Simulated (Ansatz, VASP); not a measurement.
**One calculation of AlRh, two programs**

```
Al Rh
1.0
     2.97732    0.00000    0.00000
     0.00000    2.85823    0.00000
     0.00000    0.00000    2.97732
Al Rh
1 1
Cartesian
  0.0000 0.0000 0.0000
  1.4887 1.4291 1.4887
```

Change from the starting cell: strain -0.0400 x Voigt [0, 1, 0, 0, 0, 0], atoms carried along.

Alike in both runs: task single point; functional LDA; k mesh 16 × 16 × 16; occupations gaussian, width 0.15 eV; no spin polarisation.

```csv
,VASP,Ansatz
version,VASP 6.6.1,Ansatz 0.2.0
potentials or method,"VASP PAW LDA potentials, release 64 (Al, Rh_pv), cutoff 520 eV","scalar-relativistic, plane waves, PAW"
valence electrons in the cell,18,20
```

|  | VASP | Ansatz | Ansatz less VASP |
| --- | --- | --- | --- |
| gap on the k mesh at the Fermi level (eV) | none | none | - |
| pressure (GPa) | 3.8 | 3.1 | -0.69 |
| traceless stress, the component that is largest in VASP (GPa) | 6.63 | 6.59 | -0.044 |

LDA's correlation is that of Perdew and Zunger in VASP and of Perdew and Wang (1992) in Ansatz. A gap of «none» marks a metal or a gap that the smearing closes. VASP's potentials hold 18 valence electrons a cell and Ansatz's 20, so a difference there can come from the potentials and not from the codes.
